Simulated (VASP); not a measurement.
# Ga (Cmce) in VASP: further runs

The runs below take Ga through single point, with PBE.

Everything below comes from runs of VASP 6.6.1. Logs are shortened: lines on timing, memory, paths and dates and some standing lists are left out, and cuts for length are marked.

### 1 The cell of the first run

Symmetry: Cmce, No. 64, orthorhombic system. Conventional cell: a = 4.432 Å, b = 7.598 Å, c = 4.556 Å, α = 90.00°, β = 90.00°, γ = 90.00°. Ga (site symmetry m) has 7 Ga at 2.49 to 2.75 Å within 3.3 Å.

### 2 Single point, PBE

INCAR reads:

```
PREC = Accurate
ENCUT = 520
EDIFF = 1E-6
ISMEAR = 0
SIGMA = 0.1
LREAL = F
LASPH = T
NELM = 60
ALGO = Fast
ISIF = 2
LWAVE = F
LCHARG = F
GGA = PE
NBANDS = 34
```

KPOINTS reads:

```
Automatic mesh
0
Gamma
  6 6 4
```

POSCAR reads:

```
Ga
1.0
    2.2160233300     -3.7989918400      0.0000000000
    2.2160233300      3.7989918400      0.0000000000
    0.0000000000      0.0000000000      4.5555035300
Ga
4
Direct
    0.6556957200      0.3443042800      0.4154013900
    0.8443042800      0.1556957200      0.9154013900
    0.3443042800      0.6556957200      0.5845986100
    0.1556957200      0.8443042800      0.0845986100
```

Potentials or basis: VASP PAW PBE potentials, release 64 (Ga_d).

On the command line:

```
cat potpaw_PBE.64/Ga_d/POTCAR > POTCAR
mpirun -np 1 vasp_std > vasp.out
```

OUTCAR:

```text
PREC = Accurate
   ENCUT = 520
   EDIFF = 1E-6
   ISMEAR = 0
   LREAL = F
   LASPH = T
   NELM = 60
   ISIF = 2
   GGA = PE

 ion  position               nearest neighbor table
   1  0.656  0.344  0.415-   3 2.49   4 2.68   4 2.68   2 2.69   2 2.69   3 2.75   3 2.75
   2  0.844  0.156  0.915-   4 2.49   3 2.68   3 2.68   1 2.69   1 2.69   4 2.75   4 2.75
   3  0.344  0.656  0.585-   1 2.49   2 2.68   2 2.68   4 2.69   4 2.69   1 2.75   1 2.75
   4  0.156  0.844  0.085-   2 2.49   1 2.68   1 2.68   3 2.69   3 2.69   2 2.75   2 2.75

  LATTYP: Found a base centered orthorhombic cell.
 ALAT       =     4.4320466600
 B/A-ratio  =     1.7143284498
 C/A-ratio  =     1.0278554987

  Lattice vectors:

 A1 = (   2.2160233300,  -3.7989918400,   0.0000000000)
 A2 = (   2.2160233300,   3.7989918400,   0.0000000000)
 A3 = (   0.0000000000,   0.0000000000,   4.5555035300)

Analysis of symmetry for initial positions (statically):
=====================================================================
 Subroutine PRICEL returns:
 Original cell was already a primitive cell.

 Routine SETGRP: Setting up the symmetry group for a
 base centered orthorhombic supercell.

 Subroutine GETGRP returns: Found  8 space group operations
 (whereof  4 operations were pure point group operations)
 out of a pool of  8 trial point group operations.

The static configuration has the point symmetry C_2h.
 The point group associated with its full space group is D_2h.

Analysis of symmetry for dynamics (positions and initial velocities):
=====================================================================
 Subroutine PRICEL returns:
 Original cell was already a primitive cell.

 Routine SETGRP: Setting up the symmetry group for a
 base centered orthorhombic supercell.

 Subroutine GETGRP returns: Found  8 space group operations
 (whereof  4 operations were pure point group operations)
 out of a pool of  8 trial point group operations.

The dynamic configuration has the point symmetry C_2h.
 The point group associated with its full space group is D_2h.

 Subroutine INISYM returns: Found  8 space group operations
 (whereof  4 operations are pure point group operations),
 and found     1 'primitive' translations

----------------------------------------------------------------------------------------

                                     Primitive cell

  volume of cell :      76.7024

  direct lattice vectors                    reciprocal lattice vectors
     2.216023330 -3.798991840  0.000000000     0.225629394 -0.131613865  0.000000000
     2.216023330  3.798991840  0.000000000     0.225629394  0.131613865  0.000000000
     0.000000000  0.000000000  4.555503530     0.000000000  0.000000000  0.219514702

  length of vectors
     4.398078944  4.398078944  4.555503530     0.261210323  0.261210323  0.219514702

  position of ions in fractional coordinates (direct lattice)
     0.655695720  0.344304280  0.415401390
     0.844304280  0.155695720  0.915401390
     0.344304280  0.655695720  0.584598610
     0.155695720  0.844304280  0.084598610

  ion indices of the primitive-cell ions
   primitive index   ion index
                 1           1
                 2           2
                 3           3
                 4           4

----------------------------------------------------------------------------------------

 KPOINTS: Automatic mesh

Automatic generation of k-mesh.
 Grid dimensions read from file:
 generate k-points for:    6    6    4

 Generating k-lattice:

  Cartesian coordinates                     Fractional coordinates (reciprocal lattice)
     0.037604899 -0.021935644  0.000000000     0.166666667  0.000000000  0.000000000
     0.037604899  0.021935644  0.000000000     0.000000000  0.166666667  0.000000000
     0.000000000  0.000000000  0.054878676     0.000000000  0.000000000  0.250000000

  Length of vectors
     0.043535054  0.043535054  0.054878676

  Shift w.r.t. Gamma in fractional coordinates (k-lattice)
     0.000000000  0.000000000  0.000000000

 Subroutine IBZKPT returns following result:
 ===========================================

 Found     39 irreducible k-points:

 Following reciprocal coordinates:
            Coordinates               Weight
  0.000000  0.000000  0.000000      1.000000
  0.166667  0.000000  0.000000      4.000000
  0.333333  0.000000  0.000000      4.000000
  0.500000  0.000000  0.000000      2.000000
  0.166667  0.166667  0.000000      2.000000
  0.333333  0.166667  0.000000      4.000000
[... 16 lines left out ...]
  0.333333  0.333333  0.250000      4.000000
  0.500000  0.333333  0.250000      8.000000
 [... further k-points ...]
   k-points           NKPTS =     39   k-points in BZ     NKDIM =     39   number of bands    NBANDS=     34
   number of dos      NEDOS =    301   number of ions     NIONS =      4
   total plane-waves  NPLWV =  46656
   dimension x,y,z NGX =    36 NGY =   36 NGZ =   36
   dimension x,y,z NGXF=    72 NGYF=   72 NGZF=   72
   ions per type =               4
   NGX,Y,Z   is equivalent  to a cutoff of  13.61, 13.61, 13.14 a.u.
   NGXF,Y,Z  is equivalent  to a cutoff of  27.22, 27.22, 26.28 a.u.
 SYSTEM =  unknown system
   PREC   = accura    normal or accurate (medium, high low for compatibility)
   ISTART =      0    job   : 0-new  1-cont  2-samecut
   ICHARG =      2    charge: 1-file 2-atom 10-const
   ISPIN  =      1    spin polarized calculation?
   LNONCOLLINEAR =      F non collinear calculations
   LSORBIT =      F    spin-orbit coupling
   LASPH  =      T    aspherical Exc in radial PAW
   ENCUT  =  520.0 eV  38.22 Ry    6.18 a.u.   8.18  8.18  8.47*2*pi/ulx,y,z
   NELM   =     60;   NELMIN=  2; NELMDL= -5     # of ELM steps
   EDIFF  = 0.1E-05   stopping-criterion for ELM
   LREAL  =      F    real-space projection
   EDIFFG = 0.1E-04   stopping-criterion for IOM
   NSW    =      0    number of steps for IOM
   IBRION =     -1    ionic relax: 0-MD 1-quasi-New 2-CG
   NFREE  =      0    steps in history (QN), initial steepest desc. (CG)
   ISIF   =      2    stress and relaxation
   ISYM   =      2    0-nonsym 1-usesym 2-fastsym
   POTIM  = 0.5000    time-step for ionic-motion
   TEBEG  =    0.0;   TEEND  =   0.0 temperature during run
   PSTRESS=    0.0 pullay stress
   NELECT =      52.0000    total number of electrons
   NUPDOWN=      -1.0000    fix difference up-down
   EMIN   =  10.00;   EMAX   =-10.00  energy-range for DOS
   EFERMI =   0.00;   METHOD = LEGACY
   ISMEAR =     0;   SIGMA  =   0.10  broadening in eV -4-tet -1-fermi 0-gaus
   EFERMI_NEDOS =   21; number of points for ismear=-14 and -15
   IALGO  =     68    algorithm
   IMIX   =      4    mixing-type and parameters
     AMIX     =   0.40;   BMIX     =  1.00
     AMIX_MAG =   1.60;   BMIX_MAG =  1.00
  volume/ion in A,a.u.               =      19.18       129.40
  Fermi-wavevector in a.u.,A,eV,Ry     =   1.438157  2.717722 28.140864  2.068295
  Thomas-Fermi vector in A             =   2.557155
   LORBIT       =      0    0 simple, 1 ext, 2 COOP (PROOUT), +10 PAW based schemes
   GGA     = PE    functional components
   LHFCALC =     F    Hartree Fock is set to
   AEXX    =    0.0000 exact exchange contribution
   IVDW    =     0    specifies the selected vdW correction
   LEPSILON=     F    determine dielectric tensor
   LRPA    =     F    only Hartree local field effects (RPA)
 non-spin polarized calculation
 RMM-DIIS sequential band-by-band and
 Gauss-broadening in eV      SIGMA  =   0.10
  energy-cutoff  :      520.00
  volume of cell :       76.70
 maximum number of plane-waves:      2087
 NGX is ok and might be reduce to    36
   NGX = 17   NGY = 17   NGZ = 17

 number of electron      52.0000028 magnetization

 Free energy of the ion-electron system (eV)
  ---------------------------------------------------
  ext. energy  EPLUGINS =         0.00000000
  ---------------------------------------------------
  free energy    TOTEN  =       -11.63783644 eV

  energy without entropy =      -11.63482232  energy(sigma->0) =      -11.63632938

 E-fermi :   5.2446     XC(G=0): -10.7520

 val. band max:        5.2152665318   @ k =  -0.3333   0.1667   0.0000
 cond. band min:       5.2593470790   @ k =   0.0000   0.0000   0.5000
 fundamental gap:      0.0440805472
 Fermi energy:         5.2446397728

 k-point     1 :       0.0000    0.0000    0.0000
  band No.  band energies     occupation
      1      -9.9730      2.00000
      2      -9.9574      2.00000
      3      -9.9188      2.00000
      4      -9.9079      2.00000
      5      -9.9008      2.00000
      6      -9.8670      2.00000
[... 26 lines left out ...]
     33      11.9746      0.00000
     34      13.2889      0.00000

 k-point     2 :       0.1667    0.0000    0.0000
  band No.  band energies     occupation
      1      -9.9764      2.00000
      2      -9.9454      2.00000
      3      -9.9297      2.00000
      4      -9.9176      2.00000
      5      -9.8786      2.00000
      6      -9.8581      2.00000
[... 26 lines left out ...]
     33      11.7456      0.00000
     34      12.6905      0.00000

 k-point     3 :       0.3333    0.0000    0.0000
  band No.  band energies     occupation
      1      -9.9723      2.00000
      2      -9.9416      2.00000
      3      -9.9415      2.00000
      4      -9.9091      2.00000
      5      -9.8719      2.00000
      6      -9.8715      2.00000
[... 26 lines left out ...]
     33      11.0902      0.00000
     34      12.5452      0.00000
[... 704 lines left out ...]
 k-point    23 :       0.3333    0.3333    0.2500
  band No.  band energies     occupation
      1     -10.0141      2.00000
      2      -9.9638      2.00000
      3      -9.9464      2.00000
      4      -9.8969      2.00000
      5      -9.8801      2.00000
      6      -9.8473      2.00000
[... 26 lines left out ...]
     33      12.9590      0.00000
     34      13.2326      0.00000

 k-point    24 :       0.5000    0.3333    0.2500
  band No.  band energies     occupation
      1     -10.0103      2.00000
      2      -9.9640      2.00000
      3      -9.9380      2.00000
      4      -9.9114      2.00000
      5      -9.8930      2.00000
      6      -9.8730      2.00000
[... 26 lines left out ...]
     33      13.0453      0.00000
     34      14.0306      0.00000

 [... further k-points ...]

------------------------ aborting loop because EDIFF is reached ----------------------------------------

  FORCE on cell =-STRESS in cart. coord.  units (eV):
  Direction    XX          YY          ZZ          XY          YZ          ZX
  --------------------------------------------------------------------------------------
  -------------------------------------------------------------------------------------
  Total        1.7804586      1.4357379      1.0990141      0.0000000      0.0000000      0.0000000
  in kB       37.1906170     29.9900137     22.9564521      0.0000000      0.0000000      0.0000000
  external PRESSURE =      30.0456943 kB  Pullay stress =       0.0000000 kB

 VOLUME and BASIS-vectors are now :
 -----------------------------------------------------------------------------
  energy-cutoff  :      520.00
  volume of cell :       76.70
      direct lattice vectors                 reciprocal lattice vectors
     2.216023330 -3.798991840  0.000000000     0.225629394 -0.131613865  0.000000000
     2.216023330  3.798991840  0.000000000     0.225629394  0.131613865  0.000000000
     0.000000000  0.000000000  4.555503530     0.000000000  0.000000000  0.219514702

 POSITION                                       TOTAL-FORCE (eV/Angst)
 -----------------------------------------------------------------------------------
      2.21602     -1.18297      1.89236         0.000000      0.000430      0.006316
      2.21602     -2.61602      4.17011         0.000000     -0.000430      0.006316
      2.21602      1.18297      2.66314         0.000000     -0.000430     -0.006316
      2.21602      2.61602      0.38539         0.000000      0.000430     -0.006316
 -----------------------------------------------------------------------------------
    total drift:                                0.000000     -0.000000      0.000000

  FREE ENERGIE OF THE ION-ELECTRON SYSTEM (eV)
  ---------------------------------------------------
  free  energy   TOTEN  =       -11.6378364425 eV

  energy  without entropy=      -11.6348223204  energy(sigma->0) =      -11.63632938
```

Wall time 48 s (1 thread of Intel Xeon Platinum 8559C (Emerald Rapids), shared host); peak memory 0.24 GiB.

What came out:

```
Free energy            : -11.6378 eV
Pressure               : 3.0 GPa
Largest force          : 0.006 eV/Å
Band gap on the k mesh : zero (bands 26 and 27 overlap by 1.03 eV)
```

Forces in eV/Å, atoms in the order of the input:
```
Ga   0.000  0.000  0.006
Ga   0.000  0.000  0.006
Ga   0.000  0.000 -0.006
Ga   0.000  0.000 -0.006
```

Caveat: the cell stands under pressure.

### 3 Single point, PBE

This run uses another cell than the first one, of 20.32 Å³/atom.

INCAR reads:

```
SYSTEM = Ga
PREC = Accurate ; ENCUT = 520
EDIFF = 1E-6 ; ISMEAR = 0
SIGMA = 0.1 ; LREAL = .False.
LASPH = .True. ; NELM = 60
ALGO = Fast ; ISIF = 2
LWAVE = .False. ; LCHARG = .False.
GGA = PE ; NBANDS = 34
```

KPOINTS reads:

```
Automatic mesh
0
Gamma
  10 10 8
  0 0 0
```

POSCAR reads:

```
Ga
1.0
    2.3100665163     -3.8604770652      0.0000000000
    2.3100665163      3.8604770652      0.0000000000
    0.0000000000      0.0000000000      4.5565354870
Ga
4
Direct
    0.6563374412      0.3436625588      0.4161726385
    0.8436625588      0.1563374412      0.9161726385
    0.3436625588      0.6563374412      0.5838273615
    0.1563374412      0.8436625588      0.0838273615
```

Potentials or basis: VASP PAW PBE potentials, release 64 (Ga_d).

On the command line:

```
cat potpaw_PBE.64/Ga_d/POTCAR > POTCAR
mpirun -np 1 vasp_std > vasp.out
```

It took 3.1 min on 1 thread of Intel Xeon Platinum 8559C (Emerald Rapids), shared host; peak memory 0.42 GiB.

It converged, with:

* Free energy: -11.6246 eV
* Pressure: 0.1 GPa
* Band gap on the k mesh: zero (bands 26 and 27 overlap by 1.44 eV)

Levels at points of the mesh, in eV from the Fermi level:
```tsv
k point	band 23	band 24	band 25	band 26	band 27	band 28	band 29	band 30
(0.00, 0.00, 0.00)	-3.49	-1.95	-1.63	-0.53	0.93	1.03	1.13	4.88
(0.50, 0.00, 0.00)	-3.32	-3.32	-1.16	-1.16	0.87	0.87	4.08	4.08
(0.50, 0.50, 0.00)	-4.24	-3.13	-1.58	-1.31	1.20	1.44	3.14	3.81
(0.00, 0.00, 0.50)	-0.39	-0.39	0.06	0.06	0.15	0.15	2.16	2.16
(0.50, 0.00, 0.50)	-6.02	-6.02	-1.34	-1.34	0.62	0.62	6.90	6.90
(0.50, 0.50, 0.50)	-5.13	-5.13	-1.17	-1.17	-0.99	-0.99	6.67	6.67
```

### 4 Single point, PBE

This run uses another cell than the first one, of 20.37 Å³/atom.

INCAR reads:

```
SYSTEM = Ga
ALGO = Fast
EDIFF = 1E-6
ENCUT = 520
GGA = PE
ISIF = 2
ISMEAR = -1
LASPH = .True.
LCHARG = .False.
LREAL = .False.
LWAVE = .False.
NBANDS = 34
NELM = 100
PREC = Accurate
SIGMA = 0.15
```

KPOINTS reads:

```
k-points
0
Gamma
  10 10 8
  0 0 0
```

POSCAR reads:

```
Ga
1.0
    2.3130691537     -3.8592569104      0.0000000000
    2.3130691537      3.8592569104      0.0000000000
    0.0000000000      0.0000000000      4.5629524956
Ga
4
Direct
    0.6565088441      0.3434911559      0.4157632391
    0.8434911559      0.1565088441      0.9157632391
    0.3434911559      0.6565088441      0.5842367609
    0.1565088441      0.8434911559      0.0842367609
```

On the command line:

```
cat potpaw_PBE.64/Ga_d/POTCAR > POTCAR
mpirun -np 1 vasp_std > vasp.out
```

It took 3.2 min on 1 thread of Intel Xeon Platinum 8559C (Emerald Rapids), shared host; peak memory 0.42 GiB.

The run converged. Its results:

```yaml
Free_energy: -11.6619 eV
Pressure: 0.1 GPa
Band_gap_on_the_k_mesh: zero (bands 26 and 27 overlap by 1.44 eV)
```

Levels at points of the mesh, in eV from the Fermi level:
```tsv
k point	band 23	band 24	band 25	band 26	band 27	band 28	band 29	band 30
(0.00, 0.00, 0.00)	-3.54	-2.01	-1.67	-0.55	0.89	1.00	1.10	4.82
(0.50, 0.00, 0.00)	-3.35	-3.35	-1.21	-1.21	0.82	0.82	4.04	4.04
(0.50, 0.50, 0.00)	-4.29	-3.17	-1.63	-1.35	1.16	1.40	3.08	3.76
(0.00, 0.00, 0.50)	-0.44	-0.44	0.01	0.01	0.11	0.11	2.12	2.12
(0.50, 0.00, 0.50)	-6.06	-6.06	-1.37	-1.37	0.59	0.59	6.84	6.84
(0.50, 0.50, 0.50)	-5.16	-5.16	-1.21	-1.21	-1.04	-1.04	6.61	6.61
```

### 5 Summary

```tsv
cell	k mesh	smearing	gap on the mesh (eV)	pressure (GPa)
a = 4.398, b = 4.398, c = 4.556 Å, angles 90.0, 90.0, 119.5°, 4 atoms, atomic positions A	6 × 6 × 4	gaussian 0.1 eV	none	3.0
a = 4.499, b = 4.499, c = 4.557 Å, angles 90.0, 90.0, 118.2°, 4 atoms, atomic positions B	10 × 10 × 8	gaussian 0.1 eV	none	0.1
a = 4.499, b = 4.499, c = 4.563 Å, angles 90.0, 90.0, 118.1°, 4 atoms, atomic positions B	10 × 10 × 8	fermi-dirac 0.15 eV	none	0.1
```

Alike in all rows: task single point; level PBE; potentials or basis VASP PAW PBE potentials, release 64 (Ga_d); no spin polarisation; cutoff (eV) 520.

Caveats: the cell stands under pressure (at least some runs).

Total energies depend on the potentials used, so only differences within one code and one set of settings carry meaning.
